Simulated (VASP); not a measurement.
# Ir: single point with LDA

The system is Ir.

```
Ir
1.0
     2.80941    0.00000    0.00000
    -1.40471    2.43302    0.00000
     0.00000    0.00000    4.55514
Ir
2
Direct
  0.66667 0.33333 0.75000
  0.33333 0.66667 0.25000
```

This isn't the form of Ir at room conditions, which is fcc.

```json
{
  "Program": "VASP 6.6.1",
  "Task": "single point",
  "Functional": "LDA",
  "Potentials or basis": "VASP PAW LDA potentials, release 64 (Ir)",
  "Cutoff": "520 eV",
  "k mesh": "21 × 21 × 12",
  "Occupations": "gaussian, width 0.15 eV",
  "Spin": "collinear spin",
  "Starting moments": "[0.5, 0.5] μB",
  "Fixed moment": "1 μB",
  "Dipole correction": "no",
  "Further INCAR settings": "ALGO = Normal; EDIFF = 1e-07; NBANDS = 20"
}
```

```
Pressure                                              : -30.8 GPa
Net moment                                            : 1.00 μB per cell
Site moments                                          : Ir +0.49 μB
Valence electrons inside the program's atomic spheres : Ir 8.12
```

Stress tensor (GPa, compression positive):
```
-30.43   0.00   0.00
  0.00 -30.43   0.00
  0.00   0.00 -31.60
```

It took 4.1 min on 1 thread of Intel(R) Xeon(R) Platinum 8488C (Sapphire Rapids), with other jobs on the host, peak memory 0.37 GiB.

Caveat: the cell stands under tension; the total moment is fixed, so each spin has its own Fermi level and the state may be an excited one.
